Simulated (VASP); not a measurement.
# C (Fd-3m) in VASP: a series of runs

C is run at these levels: PBEsol; tasks: single point.

Program: VASP 6.6.1. These are calculated values, not measurements. Logs are shortened: lines on timing, memory, paths and dates and some standing lists are left out, and cuts for length are marked.

## Step 1: The cell of the first run

The structure is cubic, space group Fd-3m (No. 227). The conventional cell has a = 3.444 Å, b = 3.444 Å, c = 3.444 Å, α = 90.00°, β = 90.00°, γ = 90.00°. C (site symmetry -43m) has 4 C at 1.49 Å within 2.0 Å.

## Step 2: Single point, PBEsol

INCAR reads:

```
SYSTEM = C
PREC = Accurate
ENCUT = 600
EDIFF = 1E-6
ISMEAR = 0
SIGMA = 0.01
LREAL = .False.
LASPH = .True.
NELM = 120
ALGO = Normal
ISIF = 2
LWAVE = .False.
LCHARG = .False.
GGA = PS
NBANDS = 11
GGA_COMPAT = .False.
```

KPOINTS reads:

```
regular mesh
0
Gamma
  9 9 9
  0 0 0
```

POSCAR reads:

```
C
1.0
    0.0000000000      1.7218248038      1.7218248038
    1.7218248038      0.0000000000      1.7218248038
    1.7218248038      1.7218248038      0.0000000000
C
2
Direct
    0.0000000000      0.0000000000      0.0000000000
    0.2500000000      0.2500000000      0.2500000000
```

Potentials or basis: VASP PAW PBE potentials, release 64 (C).

The run is started by

```
cat potpaw_PBE.64/C/POTCAR > POTCAR
mpirun -np 1 vasp_std > vasp.out
```

OUTCAR:

```text
SYSTEM = C
   PREC = Accurate
   ENCUT = 600
   EDIFF = 1E-6
   ISMEAR = 0
   LREAL = .False.
   LASPH = .True.
   NELM = 120
   ISIF = 2
   GGA = PS

 ion  position               nearest neighbor table
   1  0.000  0.000  0.000-   2 1.49   2 1.49   2 1.49   2 1.49
   2  0.250  0.250  0.250-   1 1.49   1 1.49   1 1.49   1 1.49

  LATTYP: Found a face centered cubic cell.
 ALAT       =     3.4436496076

  Lattice vectors:

 A1 = (   0.0000000000,   1.7218248038,   1.7218248038)
 A2 = (   1.7218248038,   0.0000000000,   1.7218248038)
 A3 = (   1.7218248038,   1.7218248038,   0.0000000000)

Analysis of symmetry for initial positions (statically):
=====================================================================
 Subroutine PRICEL returns:
 Original cell was already a primitive cell.

 Routine SETGRP: Setting up the symmetry group for a
 face centered cubic supercell.

 Subroutine GETGRP returns: Found 48 space group operations
 (whereof 24 operations were pure point group operations)
 out of a pool of 48 trial point group operations.

The static configuration has the point symmetry T_d .
 The point group associated with its full space group is O_h .

Analysis of symmetry for dynamics (positions and initial velocities):
=====================================================================
 Subroutine PRICEL returns:
 Original cell was already a primitive cell.

 Routine SETGRP: Setting up the symmetry group for a
 face centered cubic supercell.

 Subroutine GETGRP returns: Found 48 space group operations
 (whereof 24 operations were pure point group operations)
 out of a pool of 48 trial point group operations.

The dynamic configuration has the point symmetry T_d .
 The point group associated with its full space group is O_h .

 Subroutine INISYM returns: Found 48 space group operations
 (whereof 24 operations are pure point group operations),
 and found     1 'primitive' translations

----------------------------------------------------------------------------------------

                                     Primitive cell

  volume of cell :      10.2093

  direct lattice vectors                    reciprocal lattice vectors
     0.000000000  1.721824804  1.721824804    -0.290389591  0.290389591  0.290389591
     1.721824804  0.000000000  1.721824804     0.290389591 -0.290389591  0.290389591
     1.721824804  1.721824804  0.000000000     0.290389591  0.290389591 -0.290389591

  length of vectors
     2.435027990  2.435027990  2.435027990     0.502969525  0.502969525  0.502969525

  position of ions in fractional coordinates (direct lattice)
     0.000000000  0.000000000  0.000000000
     0.250000000  0.250000000  0.250000000

  ion indices of the primitive-cell ions
   primitive index   ion index
                 1           1
                 2           2

----------------------------------------------------------------------------------------

 KPOINTS: regular mesh

Automatic generation of k-mesh.
 Grid dimensions read from file:
 generate k-points for:    9    9    9

 Generating k-lattice:

  Cartesian coordinates                     Fractional coordinates (reciprocal lattice)
    -0.032265510  0.032265510  0.032265510     0.111111111  0.000000000  0.000000000
     0.032265510 -0.032265510  0.032265510     0.000000000  0.111111111  0.000000000
     0.032265510  0.032265510 -0.032265510     0.000000000  0.000000000  0.111111111

  Length of vectors
     0.055885503  0.055885503  0.055885503

  Shift w.r.t. Gamma in fractional coordinates (k-lattice)
     0.000000000  0.000000000  0.000000000

 Subroutine IBZKPT returns following result:
 ===========================================

 Found     35 irreducible k-points:

 Following reciprocal coordinates:
            Coordinates               Weight
  0.000000  0.000000  0.000000      1.000000
  0.111111  0.000000  0.000000      8.000000
  0.222222  0.000000  0.000000      8.000000
  0.333333  0.000000  0.000000      8.000000
  0.444444  0.000000  0.000000      8.000000
  0.111111  0.111111  0.000000      6.000000
[... 16 lines left out ...]
 -0.333333  0.333333  0.000000     12.000000
  0.444444  0.444444  0.000000      6.000000
 [... further k-points ...]
   k-points           NKPTS =     35   k-points in BZ     NKDIM =     35   number of bands    NBANDS=     11
   number of dos      NEDOS =    301   number of ions     NIONS =      2
   total plane-waves  NPLWV =   8000
   dimension x,y,z NGX =    20 NGY =   20 NGZ =   20
   dimension x,y,z NGXF=    40 NGYF=   40 NGZF=   40
   ions per type =               2
   NGX,Y,Z   is equivalent  to a cutoff of  13.65, 13.65, 13.65 a.u.
   NGXF,Y,Z  is equivalent  to a cutoff of  27.31, 27.31, 27.31 a.u.
 SYSTEM =  C
   PREC   = accura    normal or accurate (medium, high low for compatibility)
   ISTART =      0    job   : 0-new  1-cont  2-samecut
   ICHARG =      2    charge: 1-file 2-atom 10-const
   ISPIN  =      1    spin polarized calculation?
   LNONCOLLINEAR =      F non collinear calculations
   LSORBIT =      F    spin-orbit coupling
   LASPH  =      T    aspherical Exc in radial PAW
   ENCUT  =  600.0 eV  44.10 Ry    6.64 a.u.   4.86  4.86  4.86*2*pi/ulx,y,z
   NELM   =    120;   NELMIN=  2; NELMDL= -5     # of ELM steps
   EDIFF  = 0.1E-05   stopping-criterion for ELM
   LREAL  =      F    real-space projection
   EDIFFG = 0.1E-04   stopping-criterion for IOM
   NSW    =      0    number of steps for IOM
   IBRION =     -1    ionic relax: 0-MD 1-quasi-New 2-CG
   NFREE  =      0    steps in history (QN), initial steepest desc. (CG)
   ISIF   =      2    stress and relaxation
   ISYM   =      2    0-nonsym 1-usesym 2-fastsym
   POTIM  = 0.5000    time-step for ionic-motion
   TEBEG  =    0.0;   TEEND  =   0.0 temperature during run
   PSTRESS=    0.0 pullay stress
   NELECT =       8.0000    total number of electrons
   NUPDOWN=      -1.0000    fix difference up-down
   EMIN   =  10.00;   EMAX   =-10.00  energy-range for DOS
   EFERMI =   0.00;   METHOD = LEGACY
   ISMEAR =     0;   SIGMA  =   0.01  broadening in eV -4-tet -1-fermi 0-gaus
   EFERMI_NEDOS =   21; number of points for ismear=-14 and -15
   IALGO  =     38    algorithm
   IMIX   =      4    mixing-type and parameters
     AMIX     =   0.40;   BMIX     =  1.00
     AMIX_MAG =   1.60;   BMIX_MAG =  1.00
  volume/ion in A,a.u.               =       5.10        34.45
  Fermi-wavevector in a.u.,A,eV,Ry     =   1.509289  2.852143 30.993454  2.277955
  Thomas-Fermi vector in A             =   2.619631
   LORBIT       =      0    0 simple, 1 ext, 2 COOP (PROOUT), +10 PAW based schemes
   GGA     = PS    functional components
   LHFCALC =     F    Hartree Fock is set to
   AEXX    =    0.0000 exact exchange contribution
   IVDW    =     0    specifies the selected vdW correction
   LEPSILON=     F    determine dielectric tensor
   LRPA    =     F    only Hartree local field effects (RPA)
 non-spin polarized calculation
 Gauss-broadening in eV      SIGMA  =   0.01
  energy-cutoff  :      600.00
  volume of cell :       10.21
 maximum number of plane-waves:       348
   NGX =  9   NGY =  9   NGZ =  9

 number of electron       8.0000001 magnetization

 Free energy of the ion-electron system (eV)
  ---------------------------------------------------
  ext. energy  EPLUGINS =         0.00000000
  ---------------------------------------------------
  free energy    TOTEN  =       -19.09691084 eV

  energy without entropy =      -19.09691084  energy(sigma->0) =      -19.09691084

 E-fermi :  11.3507     XC(G=0): -13.9592

 val. band max:       11.2922175338   @ k =   0.0000   0.0000   0.0000
 cond. band min:      15.5798790646   @ k =   0.3333   0.3333   0.0000
 fundamental gap:      4.2876615308
 Fermi energy:        11.3506503238

 k-point     1 :       0.0000    0.0000    0.0000
  band No.  band energies     occupation
      1     -11.6980      2.00000
      2      11.2922      2.00000
      3      11.2922      2.00000
      4      11.2922      2.00000
      5      17.1227      0.00000
      6      17.1227      0.00000
      7      17.1227      0.00000
      8      27.1390      0.00000
      9      31.6718      0.00000
     10      38.9658      0.00000
     11      38.9658      0.00000

 k-point     2 :       0.1111    0.0000    0.0000
  band No.  band energies     occupation
      1     -11.3306      2.00000
      2       9.1075      2.00000
      3      10.6869      2.00000
      4      10.6869      2.00000
      5      17.9159      0.00000
      6      17.9159      0.00000
      7      18.4405      0.00000
      8      27.2465      0.00000
      9      32.2308      0.00000
     10      35.8272      0.00000
     11      35.8272      0.00000

 k-point     3 :       0.2222    0.0000    0.0000
  band No.  band energies     occupation
      1     -10.2348      2.00000
      2       5.1695      2.00000
      3       9.5992      2.00000
      4       9.5992      2.00000
      5      19.2712      0.00000
      6      19.2712      0.00000
      7      20.0876      0.00000
      8      27.5026      0.00000
      9      33.0793      0.00000
     10      34.3720      0.00000
     11      34.3720      0.00000

 k-point     4 :       0.3333    0.0000    0.0000
  band No.  band energies     occupation
      1      -8.4371      2.00000
      2       1.1412      2.00000
      3       8.7202      2.00000
      4       8.7203      2.00000
      5      20.0017      0.00000
      6      20.0017      0.00000
      7      21.0927      0.00000
      8      27.6941      0.00000
      9      33.5924      0.00000
     10      35.4103      0.00000
     11      35.4103      0.00000
[... 239 lines left out ...]
 k-point    22 :      -0.4444    0.3333    0.0000
  band No.  band energies     occupation
      1      -3.4012      2.00000
      2      -0.5533      2.00000
      3       1.7648      2.00000
      4       5.2241      2.00000
      5      16.9711      0.00000
      6      21.7506      0.00000
      7      26.9871      0.00000
      8      28.1663      0.00000
      9      32.4954      0.00000
     10      37.2309      0.00000
     11      39.5572      0.00000

 k-point    23 :      -0.3333    0.3333    0.0000
  band No.  band energies     occupation
      1      -3.5497      2.00000
      2      -0.3377      2.00000
      3       0.8289      2.00000
      4       6.0783      2.00000
      5      17.8142      0.00000
      6      25.2640      0.00000
      7      25.9617      0.00000
      8      27.9787      0.00000
      9      29.1135      0.00000
     10      35.8535      0.00000
     11      38.0219      0.00000

 k-point    24 :       0.4444    0.4444    0.0000
  band No.  band energies     occupation
      1      -4.1374      2.00000
      2      -0.2804      2.00000
      3       4.4107      2.00000
      4       4.4107      2.00000
      5      15.7100      0.00000
      6      16.7924      0.00000
      7      29.3058      0.00000
      8      29.3058      0.00000
      9      36.0816      0.00000
     10      36.5626      0.00000
     11      45.7635      0.00000

 [... further k-points ...]
[... 5 lines left out ...]
  --------------------------------------------------------------------------------------
  -------------------------------------------------------------------------------------
  Total        3.2675764      3.2675764      3.2675764      0.0000000      0.0000000      0.0000000
  in kB      512.7898955    512.7898955    512.7898955      0.0000000      0.0000000      0.0000000
  external PRESSURE =     512.7898955 kB  Pullay stress =       0.0000000 kB

 VOLUME and BASIS-vectors are now :
 -----------------------------------------------------------------------------
  energy-cutoff  :      600.00
  volume of cell :       10.21
      direct lattice vectors                 reciprocal lattice vectors
     0.000000000  1.721824804  1.721824804    -0.290389591  0.290389591  0.290389591
     1.721824804  0.000000000  1.721824804     0.290389591 -0.290389591  0.290389591
     1.721824804  1.721824804  0.000000000     0.290389591  0.290389591 -0.290389591

 POSITION                                       TOTAL-FORCE (eV/Angst)
 -----------------------------------------------------------------------------------
      0.00000      0.00000      0.00000         0.000000      0.000000      0.000000
      0.86091      0.86091      0.86091        -0.000000     -0.000000     -0.000000
 -----------------------------------------------------------------------------------
    total drift:                                0.000000      0.000000      0.000000

  FREE ENERGIE OF THE ION-ELECTRON SYSTEM (eV)
  ---------------------------------------------------
  free  energy   TOTEN  =       -19.0969108380 eV

  energy  without entropy=      -19.0969108380  energy(sigma->0) =      -19.09691084
```

It took 9.3 s on 1 thread of Intel Xeon 8259CL, shared host; peak memory 0.12 GiB.

Results:

```yaml
Free_energy: -19.0969 eV
Pressure: 51.3 GPa
Band_gap_on_the_k_mesh: 4.29 eV, indirect (least direct gap 5.83 eV)
```

Levels at points of the mesh, in eV from the valence-band top:
| k point | band 1 | band 2 | band 3 | band 4 | band 5 | band 6 | band 7 | band 8 |
| --- | --- | --- | --- | --- | --- | --- | --- | --- |
| (0.00, 0.00, 0.00) | -22.99 | 0.00 | 0.00 | 0.00 | 5.83 | 5.83 | 5.83 | 15.85 |

Caveat: the PAW data sets were made with another functional, which shifts forces and pressure a little. A k mesh can miss the band edges.

[end of part 1 of 2]
